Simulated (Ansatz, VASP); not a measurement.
Two plane-wave programs on SiC

```
CELL_PARAMETERS angstrom
4.34800 0.00000 0.00000
0.00000 -4.34800 0.00000
0.00000 0.00000 -4.34800
ATOMIC_POSITIONS crystal
Si 0.00000 0.47240 0.50000
Si 0.50000 0.00000 0.50000
Si 0.50000 0.50000 0.00000
Si 0.00000 0.00000 0.00000
C 0.75000 0.75000 0.75000
C 0.25000 0.25000 0.75000
C 0.25000 0.75000 0.25000
C 0.75000 0.25000 0.25000
```

Alike in both runs: task single point; functional PBE; k mesh 6 × 6 × 6; occupations gaussian, width 0.05 eV; no spin polarisation.

```csv
,VASP,Ansatz
version,VASP 6.6.1,Ansatz 0.2.0
potentials or method,"VASP PAW PBE potentials, release 64 (Si, C), cutoff 520 eV","scalar-relativistic, plane waves, PAW"
valence electrons in the cell,32,32
```

|  | VASP | Ansatz | Ansatz less VASP |
| --- | --- | --- | --- |
| gap on the k mesh at the Fermi level (eV) | 0.88 | 0.88 | +0.003 |
| least direct gap on the mesh (eV) | 0.88 | 0.88 | +0.003 |
| pressure (GPa) | 5.3 | 5.3 | +0.06 |
| traceless stress, the component that is largest in VASP (GPa) | -2.09 | -2.10 | -0.006 |
| rms of the force components (eV/Å) | 0.734 | 0.735 | +0.0009 |

Atom by atom the forces differ by 0.002 eV/Å (rms over components).
